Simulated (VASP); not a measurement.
Runs of VASP 6.6.1 on C. The structure is that of space group Im-3m (No. 229), or close to it. The cells are those of the table. 

```csv
cell,gap on the mesh (eV),pressure (GPa),largest force (eV/Å)
"a = 4.250 Å, angles 109.1, 109.1, 110.3°, 8 atoms",2.96,-8.4,0.29
"a = 4.102 Å, angles 109.9, 109.9, 108.6°, 8 atoms",3.20,29.9,0.63
"a = 4.334 Å, angles 109.5°, 8 atoms",(b),-24.0,0.38
"a = 4.292 Å, angles 109.9, 109.9, 108.7°, 8 atoms",2.96,(c),0.32
"a = 4.081 Å, angles 109.5°, 8 atoms",3.37,(a),0.58
```

Alike in all rows: task single point; level r2SCAN; potentials or basis VASP PAW PBE potentials, release 64 (C); no spin polarisation; k mesh 8 × 8 × 8; cutoff (eV) 520; smearing gaussian 0.05 eV.

Fill in the values left out.

(a) 36.6; (b) 2.98; (c) -16.7.

Caveats: the PAW data sets were made with another functional, which shifts forces and pressure a little; the stress differs along the axes, from -11 to -3 GPa (at least some runs); the stress differs along the axes, from 23 to 33 GPa (at least some runs); the cell stands under tension (at least some runs); the stress differs along the axes, from -21 to -14 GPa (at least some runs); the cell stands under pressure (at least some runs).

A k mesh can miss the band edges.
